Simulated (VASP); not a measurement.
Write the native input for VASP 6.6.1 that does the following.

| Property | Result |
| --- | --- |
| Task | single point |
| Functional | RPBE |
| Potentials or basis | VASP PAW PBE potentials, release 64 (Ta_pv) |
| Cutoff | 520 eV |
| k mesh | 9 × 9 × 13 |
| Occupations | fermi-dirac, width 0.1 eV |
| Spin | no spin polarisation |
| Dipole correction | no |
| Further INCAR settings | ALGO = Normal; EDIFF = 1e-06; NBANDS = 24 |

The structure of Ta lies in POSCAR:

```
Ta
1.0
    5.0203487065      0.0000000000      0.0000000000
   -2.5101743532      4.3477495157      0.0000000000
    0.0000000000      0.0000000000      2.8188880887
Ta
3
Direct
    0.0000000000      1.0000000000      0.0000000000
    0.3333333333      0.6666666667      0.5000000000
    0.6666666667      0.3333333333      0.5000000000
```

This cell differs from its parent crystal: volume scaled by 1.08.

The input as run:

INCAR

```
SYSTEM = Ta
ALGO     = Normal         ! electronic algorithm
EDIFF    = 1E-6           ! SCF threshold, eV
ENCUT    = 520            ! plane-wave cutoff, eV
GGA      = RP             ! functional
ISIF     = 2              ! what is computed and relaxed
ISMEAR   = -1             ! smearing method
LASPH    = .TRUE.         ! aspherical terms in the spheres
LCHARG   = .FALSE.        ! write CHGCAR
LREAL    = .FALSE.        ! projectors in reciprocal space
LWAVE    = .FALSE.        ! write WAVECAR
NBANDS   = 24             ! bands
NELM     = 100            ! most SCF steps
PREC     = Accurate       ! precision mode
SIGMA    = 0.1            ! smearing width, eV
```

KPOINTS

```
k-points
0
G
  9 9 13
  0 0 0
```

Potentials or basis: VASP PAW PBE potentials, release 64 (Ta_pv).

Launch:

```bash
$ cat potpaw_PBE.64/Ta_pv/POTCAR > POTCAR
$ mpirun -np 1 vasp_std > vasp.out
```

Results of the run:

```json
{
  "Pressure": "-11.8 GPa"
}
```

Caveat: the PAW data sets were made with another functional, which shifts forces and pressure a little.

It took 90 s on 1 thread of Intel Xeon 6975P-C, with other jobs on the host, peak memory 0.25 GiB.
